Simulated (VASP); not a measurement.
Wanted: the native input for a VASP 6.6.1 run.

| Quantity | Value |
| --- | --- |
| Task | single point |
| Functional | PBE |
| Dispersion | D3(BJ) |
| Potentials or basis | VASP PAW PBE potentials, release 64 (C) |
| Cutoff | 520 eV |
| k mesh | 16 × 16 × 16 |
| Occupations | gaussian, width 0.03 eV |
| Spin | no spin polarisation |
| Dipole correction | no |
| Further INCAR settings | ALGO = Normal; EDIFF = 1e-06; NBANDS = 11 |

The structure of C lies in POSCAR:

```
C
1.0
    0.0000000000      2.1759733913      3.4645497982
    1.2569692796      0.0000000000      3.4645497982
    1.2569692796      2.1759733913      0.0000000000
C
2
Direct
    0.2018401999      0.7981598001      0.2018401999
    0.7981598001      0.2018401999      0.7981598001
```

This cell differs from its parent crystal: atoms shifted along a free coordinate.

These files were run (other wordings do the same):

INCAR

```
ALGO     = Normal         # electronic algorithm
EDIFF    = 1E-6           # SCF threshold, eV
ENCUT    = 520            # plane-wave cutoff, eV
GGA      = PE             # functional
ISIF     = 2              # what is computed and relaxed
ISMEAR   = 0              # smearing method
IVDW     = 12             # dispersion correction
LASPH    = True           # aspherical terms in the spheres
LCHARG   = False          # write CHGCAR
LREAL    = False          # projectors in reciprocal space
LWAVE    = False          # write WAVECAR
NBANDS   = 11             # bands
NELM     = 80             # most SCF steps
PREC     = Accurate       # precision mode
SIGMA    = 0.03           # smearing width, eV
```

KPOINTS

```
k-points
0
Gamma
  16 16 16
```

Potentials or basis: VASP PAW PBE potentials, release 64 (C).

Launch:

```bash
$ cat potpaw_PBE.64/C/POTCAR > POTCAR
$ mpirun -np 1 vasp_std > vasp.out
```

Results of the run:

```yaml
Pressure: 7.7 GPa
Largest_force: 7.088 eV/Å
Band_gap_on_the_k_mesh: zero (bands 4 and 5 overlap by 2.00 eV)
Dispersion_energy_per_atom: -0.151 eV
```

Caveat: the cell differs from its parent crystal (atoms shifted along a free coordinate); the stress differs along the axes, from -1 to 24 GPa; forces of over 1 eV/Å act on the atoms, so gaps and moduli don't describe the material at rest.

Wall time 79 s on 1 thread of Intel(R) Xeon(R) Platinum 8488C (Sapphire Rapids) (shared host), peak memory 0.23 GiB.
